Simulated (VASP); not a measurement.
# CsBaPd4 (F-43m) in VASP: relaxation of cell and atoms with PBE

Aim: the relaxation of cell and atoms of CsBaPd4 with PBE.

Program: VASP 6.6.1. These are calculated values, not measurements. Logs are shortened: lines on timing, memory, paths and dates and some standing lists are left out, and cuts for length are marked.

## 1. The cell of the first run

Symmetry: F-43m, No. 216, cubic system. The conventional cell has a = 8.058 Å, b = 8.058 Å, c = 8.058 Å, α = 90.00°, β = 90.00°, γ = 90.00°. Within 4.4 Å of Cs (site symmetry -43m) lie 12 Pd at 3.34 Å and 4 Ba at 3.49 Å. Ba (site symmetry -43m) has 12 Pd at 3.34 Å and 4 Cs at 3.49 Å within 4.4 Å. Within 3.7 Å of Pd (site symmetry 3m) lie 6 Pd at 2.83 to 2.87 Å and 3 Ba at 3.34 Å and 3 Cs at 3.34 Å.

## 2. Relaxation of cell and atoms, PBE

INCAR

```
SYSTEM = CsBaPd4
  PREC = Accurate
  ENCUT = 600
  EDIFF = 1E-6
  ISMEAR = 0
  SIGMA = 0.1
  LREAL = .False.
  LASPH = .True.
  NELM = 60
  ALGO = Fast
  ISIF = 3
  LWAVE = .False.
  LCHARG = .False.
  GGA = PE
  IBRION = 2
  NSW = 100
  EDIFFG = -0.01
```

KPOINTS

```
regular mesh
0
Gamma
  8 8 8
  0 0 0
```

POSCAR

```
CsBaPd4
1.0
    0.0000000000      4.0291684039      4.0291684039
    4.0291684039      0.0000000000      4.0291684039
    4.0291684039      4.0291684039      0.0000000000
Cs Ba Pd
1 1 4
Direct
    0.2500000000      0.2500000000      0.2500000000
    0.0000000000      0.0000000000      0.0000000000
    0.6257700000      0.1226900000      0.6257700000
    0.6257700000      0.6257700000      0.1226900000
    0.6257700000      0.6257700000      0.6257700000
    0.1226900000      0.6257700000      0.6257700000
```

Potentials or basis: VASP PAW PBE potentials, release 64 (Cs_sv, Ba_sv, Pd).

The run is started by

```console
$ cat potpaw_PBE.64/Cs_sv/POTCAR potpaw_PBE.64/Ba_sv/POTCAR potpaw_PBE.64/Pd/POTCAR > POTCAR
$ mpirun -np 1 vasp_std > vasp.out
```

OUTCAR:

```text
SYSTEM = CsBaPd4
   PREC = Accurate
   ENCUT = 600
   EDIFF = 1E-6
   ISMEAR = 0
   LREAL = .False.
   LASPH = .True.
   NELM = 60
   ISIF = 3
   GGA = PE
   IBRION = 2
   NSW = 100
   EDIFFG = -0.01

 ion  position               nearest neighbor table
   1  0.250  0.250  0.250-   2 3.49   2 3.49   2 3.49   2 3.49
   2  0.000  0.000  0.000-   3 3.34   4 3.34   6 3.34   5 3.34   5 3.34   5 3.34   3 3.34   3 3.34
                             6 3.34   4 3.34   4 3.34   6 3.34   1 3.49   1 3.49   1 3.49   1 3.49
   3  0.626  0.123  0.626-   4 2.83   5 2.83   6 2.83   4 2.87   5 2.87   6 2.87   2 3.34   2 3.34
                             2 3.34
   4  0.626  0.626  0.123-   3 2.83   5 2.83   6 2.83   5 2.87   3 2.87   6 2.87   2 3.34   2 3.34
                             2 3.34
   5  0.626  0.626  0.626-   3 2.83   4 2.83   6 2.83   4 2.87   3 2.87   6 2.87   2 3.34   2 3.34
                             2 3.34
   6  0.123  0.626  0.626-   3 2.83   4 2.83   5 2.83   5 2.87   4 2.87   3 2.87   2 3.34   2 3.34
                             2 3.34

  LATTYP: Found a face centered cubic cell.
 ALAT       =     8.0583368078

  Lattice vectors:

 A1 = (   0.0000000000,   4.0291684039,   4.0291684039)
 A2 = (   4.0291684039,   0.0000000000,   4.0291684039)
 A3 = (   4.0291684039,   4.0291684039,   0.0000000000)

Analysis of symmetry for initial positions (statically):
=====================================================================
 Subroutine PRICEL returns:
 Original cell was already a primitive cell.

 Routine SETGRP: Setting up the symmetry group for a
 face centered cubic supercell.

 Subroutine GETGRP returns: Found 24 space group operations
 (whereof 24 operations were pure point group operations)
 out of a pool of 48 trial point group operations.

The static configuration has the point symmetry T_d .

Analysis of symmetry for dynamics (positions and initial velocities):
=====================================================================
 Subroutine PRICEL returns:
 Original cell was already a primitive cell.

 Routine SETGRP: Setting up the symmetry group for a
 face centered cubic supercell.

 Subroutine GETGRP returns: Found 24 space group operations
 (whereof 24 operations were pure point group operations)
 out of a pool of 48 trial point group operations.

The dynamic configuration has the point symmetry T_d .

 Subroutine INISYM returns: Found 24 space group operations
 (whereof 24 operations are pure point group operations),
 and found     1 'primitive' translations

----------------------------------------------------------------------------------------

                                     Primitive cell

  volume of cell :     130.8206

  direct lattice vectors                    reciprocal lattice vectors
     0.000000000  4.029168404  4.029168404    -0.124095086  0.124095086  0.124095086
     4.029168404  0.000000000  4.029168404     0.124095086 -0.124095086  0.124095086
     4.029168404  4.029168404  0.000000000     0.124095086  0.124095086 -0.124095086

  length of vectors
     5.698104602  5.698104602  5.698104602     0.214938994  0.214938994  0.214938994

  position of ions in fractional coordinates (direct lattice)
     0.250000000  0.250000000  0.250000000
     0.000000000  0.000000000  0.000000000
     0.625770000  0.122690000  0.625770000
     0.625770000  0.625770000  0.122690000
     0.625770000  0.625770000  0.625770000
     0.122690000  0.625770000  0.625770000

  ion indices of the primitive-cell ions
   primitive index   ion index
                 1           1
                 2           2
                 3           3
                 4           4
                 5           5
                 6           6

----------------------------------------------------------------------------------------

 KPOINTS: regular mesh

Automatic generation of k-mesh.
 Grid dimensions read from file:
 generate k-points for:    8    8    8

 Generating k-lattice:

  Cartesian coordinates                     Fractional coordinates (reciprocal lattice)
    -0.015511886  0.015511886  0.015511886     0.125000000  0.000000000  0.000000000
     0.015511886 -0.015511886  0.015511886     0.000000000  0.125000000  0.000000000
     0.015511886  0.015511886 -0.015511886     0.000000000  0.000000000  0.125000000

  Length of vectors
     0.026867374  0.026867374  0.026867374

  Shift w.r.t. Gamma in fractional coordinates (k-lattice)
     0.000000000  0.000000000  0.000000000

 Subroutine IBZKPT returns following result:
 ===========================================

 Found     29 irreducible k-points:

 Following reciprocal coordinates:
            Coordinates               Weight
  0.000000  0.000000  0.000000      1.000000
  0.125000  0.000000  0.000000      8.000000
  0.250000  0.000000  0.000000      8.000000
  0.375000  0.000000  0.000000      8.000000
  0.500000  0.000000  0.000000      4.000000
  0.125000  0.125000  0.000000      6.000000
[... 16 lines left out ...]
  0.500000  0.250000  0.125000     48.000000
 -0.375000  0.250000  0.125000     24.000000
 [... further k-points ...]
   k-points           NKPTS =     29   k-points in BZ     NKDIM =     29   number of bands    NBANDS=     35
   number of dos      NEDOS =    301   number of ions     NIONS =      6
   total plane-waves  NPLWV = 110592
   dimension x,y,z NGX =    48 NGY =   48 NGZ =   48
   dimension x,y,z NGXF=    96 NGYF=   96 NGZF=   96
   ions per type =               1   1   4
   NGX,Y,Z   is equivalent  to a cutoff of  14.00, 14.00, 14.00 a.u.
   NGXF,Y,Z  is equivalent  to a cutoff of  28.01, 28.01, 28.01 a.u.
 SYSTEM =  CsBaPd4
   PREC   = accura    normal or accurate (medium, high low for compatibility)
   ISTART =      0    job   : 0-new  1-cont  2-samecut
   ICHARG =      2    charge: 1-file 2-atom 10-const
   ISPIN  =      1    spin polarized calculation?
   LNONCOLLINEAR =      F non collinear calculations
   LSORBIT =      F    spin-orbit coupling
   LASPH  =      T    aspherical Exc in radial PAW
   ENCUT  =  600.0 eV  44.10 Ry    6.64 a.u.  11.38 11.38 11.38*2*pi/ulx,y,z
   NELM   =     60;   NELMIN=  2; NELMDL= -5     # of ELM steps
   EDIFF  = 0.1E-05   stopping-criterion for ELM
   LREAL  =      F    real-space projection
   EDIFFG = -.1E-01   stopping-criterion for IOM
   NSW    =    100    number of steps for IOM
   IBRION =      2    ionic relax: 0-MD 1-quasi-New 2-CG
   NFREE  =      1    steps in history (QN), initial steepest desc. (CG)
   ISIF   =      3    stress and relaxation
   ISYM   =      2    0-nonsym 1-usesym 2-fastsym
   POTIM  = 0.5000    time-step for ionic-motion
   TEBEG  =    0.0;   TEEND  =   0.0 temperature during run
   PSTRESS=    0.0 pullay stress
   NELECT =      59.0000    total number of electrons
   NUPDOWN=      -1.0000    fix difference up-down
   EMIN   =  10.00;   EMAX   =-10.00  energy-range for DOS
   EFERMI =   0.00;   METHOD = LEGACY
   ISMEAR =     0;   SIGMA  =   0.10  broadening in eV -4-tet -1-fermi 0-gaus
   EFERMI_NEDOS =   21; number of points for ismear=-14 and -15
   IALGO  =     68    algorithm
   IMIX   =      4    mixing-type and parameters
     AMIX     =   0.40;   BMIX     =  1.00
     AMIX_MAG =   1.60;   BMIX_MAG =  1.00
  volume/ion in A,a.u.               =      21.80       147.14
  Fermi-wavevector in a.u.,A,eV,Ry     =   1.255452  2.372460 21.444952  1.576160
  Thomas-Fermi vector in A             =   2.389208
   LORBIT       =      0    0 simple, 1 ext, 2 COOP (PROOUT), +10 PAW based schemes
   GGA     = PE    functional components
   LHFCALC =     F    Hartree Fock is set to
   AEXX    =    0.0000 exact exchange contribution
   IVDW    =     0    specifies the selected vdW correction
   LEPSILON=     F    determine dielectric tensor
   LRPA    =     F    only Hartree local field effects (RPA)
 conjugate gradient relaxation of ions
 non-spin polarized calculation
 RMM-DIIS sequential band-by-band and
 Gauss-broadening in eV      SIGMA  =   0.10
  energy-cutoff  :      600.00
  volume of cell :      130.82
 maximum number of plane-waves:      4398
 NGX is ok and might be reduce to    48
   NGX = 23   NGY = 23   NGZ = 23

--------------------------------------- Ionic step        1  -------------------------------------------

 number of electron      59.0000001 magnetization

 Free energy of the ion-electron system (eV)
  ---------------------------------------------------
  ext. energy  EPLUGINS =         0.00000000
  ---------------------------------------------------
  free energy    TOTEN  =       -25.00860757 eV

  energy without entropy =      -24.99141457  energy(sigma->0) =      -25.00001107

------------------------ aborting loop because EDIFF is reached ----------------------------------------

  FORCE on cell =-STRESS in cart. coord.  units (eV):
  Direction    XX          YY          ZZ          XY          YZ          ZX
  --------------------------------------------------------------------------------------
  -------------------------------------------------------------------------------------
  Total        2.3387475      2.3387475      2.3387475      0.0000000     -0.0000000      0.0000000
  in kB       28.6429444     28.6429444     28.6429444      0.0000000     -0.0000000      0.0000000
  external PRESSURE =      28.6429444 kB  Pullay stress =       0.0000000 kB
[... 185 lines left out ...]
  energy  without entropy=      -25.0372331217  energy(sigma->0) =      -25.04625239

--------------------------------------- Ionic step        6  -------------------------------------------

 number of electron      58.9999997 magnetization

 Free energy of the ion-electron system (eV)
  ---------------------------------------------------
  ext. energy  EPLUGINS =         0.00000000
  ---------------------------------------------------
  free energy    TOTEN  =       -25.05528862 eV

  energy without entropy =      -25.03725087  energy(sigma->0) =      -25.04626975

 E-fermi :   5.6172     XC(G=0): -10.9618

 val. band max:        5.6055754508   @ k =   0.2500   0.2500   0.0000
 cond. band min:       5.6493713530   @ k =   0.2500   0.1250   0.0000
 fundamental gap:      0.0437959023
 Fermi energy:         5.6171791589

 k-point     1 :       0.0000    0.0000    0.0000
  band No.  band energies     occupation
      1     -21.7373      2.00000
      2     -15.9124      2.00000
      3      -7.1415      2.00000
      4      -7.1415      2.00000
      5      -7.1415      2.00000
      6      -3.0764      2.00000
[... 901 lines left out ...]
     34       8.7567      0.00000
     35       9.3932      0.00000

 [... further k-points ...]

------------------------ aborting loop because EDIFF is reached ----------------------------------------

  FORCE on cell =-STRESS in cart. coord.  units (eV):
  Direction    XX          YY          ZZ          XY          YZ          ZX
  --------------------------------------------------------------------------------------
  -------------------------------------------------------------------------------------
  Total        0.0481584      0.0481584      0.0481584      0.0000000     -0.0000000      0.0000000
  in kB        0.5669201      0.5669201      0.5669201      0.0000000     -0.0000000      0.0000000
  external PRESSURE =       0.5669201 kB  Pullay stress =       0.0000000 kB
[... 21 lines left out ...]
  FREE ENERGIE OF THE ION-ELECTRON SYSTEM (eV)
  ---------------------------------------------------
  free  energy   TOTEN  =       -25.0552886225 eV

  energy  without entropy=      -25.0372508682  energy(sigma->0) =      -25.04626975

 reached required accuracy - stopping structural energy minimisation
```

Wall time 7 min (1 thread of Intel Xeon Platinum 8559C (Emerald Rapids), shared host); peak memory 0.44 GiB.

Results:

```
Free energy                           : -25.0553 eV
Relaxed volume                        : 22.68 Å³/atom
Relaxed cell                          : a = 5.774 Å, b = 5.774 Å, c = 5.774 Å, α = 60.00°, β = 60.00°, γ = 60.00°
Space group after relaxing (to 0.1 Å) : F-43m (No. 216)
Energy gained by relaxing             : 7.8 meV/atom
Ionic steps                           : 6
Pressure after relaxing               : 0.1 GPa
Largest force after relaxing          : 0.007 eV/Å
Band gap on the k mesh                : zero (an odd number of electrons rules out a gap without spin polarisation)
```

Forces in eV/Å, atoms in the order of the input:
```
Cs   0.000  0.000  0.000
Ba   0.000  0.000  0.000
Pd   0.004 -0.004  0.004
Pd   0.004  0.004 -0.004
Pd  -0.004 -0.004 -0.004
Pd  -0.004  0.004  0.004
```

Step by step:
```tsv
step	energy change (eV)	largest force (eV/Å)	pressure (GPa)	volume (Å³)
1	0.0000	0.0803	2.86	130.82
2	-0.0404	0.0034	-0.93	138.34
3	-0.0466	0.0212	-0.01	136.22
4	-0.0466	0.0223	0.06	136.11
5	-0.0467	0.0105	0.04	136.10
6	-0.0467	0.0070	0.06	136.10
```

Final structure:
```xyz
6
Lattice="0.0000 4.0827 4.0827 4.0827 0.0000 4.0827 4.0827 4.0827 0.0000" Properties=species:S:1:pos:R:3 pbc="T T T"
Cs    2.0413    2.0413    2.0413
Ba    0.0000    0.0000    0.0000
Pd    3.0581    5.1072    3.0581
Pd    3.0581    3.0581    5.1072
Pd    5.1072    5.1072    5.1072
Pd    5.1072    3.0581    3.0581
```

Levels at points of the mesh, in eV from the Fermi level:
| k point | band 28 | band 29 | band 30 | band 31 | band 32 | band 33 |
| --- | --- | --- | --- | --- | --- | --- |
| (0.00, 0.00, 0.00) | 0.21 | 0.21 | 0.96 | 0.96 | 2.04 | 2.48 |
| (0.50, 0.00, 0.00) | -0.81 | -0.81 | 0.21 | 2.39 | 2.39 | 2.46 |
| (0.50, 0.50, 0.00) | -0.91 | -0.89 | -0.89 | 2.20 | 2.27 | 2.83 |

Caveat: spin-orbit coupling is left out, which moves the levels of the heavy elements.

The gap in the log of VASP goes by the Fermi energy; the results here count the filled bands.